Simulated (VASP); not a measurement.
Here is a VASP 6.6.1 calculation.

INCAR

```
SYSTEM = CsI
PREC     = Accurate       ! precision mode
ENCUT    = 500            ! plane-wave cutoff, eV
EDIFF    = 1E-6           ! SCF threshold, eV
ISMEAR   = 0              ! smearing method
SIGMA    = 0.01           ! smearing width, eV
LREAL    = .False.        ! projectors in reciprocal space
LASPH    = .True.         ! aspherical terms in the spheres
NELM     = 120            ! most SCF steps
ALGO     = Normal         ! electronic algorithm
ISIF     = 2              ! what is computed and relaxed
LWAVE    = .False.        ! write WAVECAR
LCHARG   = .False.        ! write CHGCAR
GGA      = PE             ! functional
NBANDS   = 15             ! bands
GGA_COMPAT= .False.
```

Contents of KPOINTS:

```
Automatic mesh
0
Gamma
  4 4 4
  0 0 0
```

POSCAR

```
CsI
1.0
    4.6183748580      0.0000000000      0.0000000000
    0.0000000000      4.6183748580      0.0000000000
    0.0000000000      0.0000000000      4.6183748580
Cs I
1 1
Direct
    0.0000000000      0.0000000000      0.0000000000
    0.5000000000      0.5000000000      0.5000000000
```

Potentials or basis: VASP PAW PBE potentials, release 64 (Cs_sv, I).

Command:

```bash
$ cat potpaw_PBE.64/Cs_sv/POTCAR potpaw_PBE.64/I/POTCAR > POTCAR
$ mpirun -np 1 vasp_std > vasp.out
```

**Question.** Predict the pressure.

**Answer.** 0.4 GPa.

**Question.** Estimate the band gap on the k mesh.

**Answer.** 3.77 eV, indirect (least direct gap 3.86 eV).

Caveat: spin-orbit coupling is left out, which moves the levels of the heavy elements. A k mesh can miss the band edges.
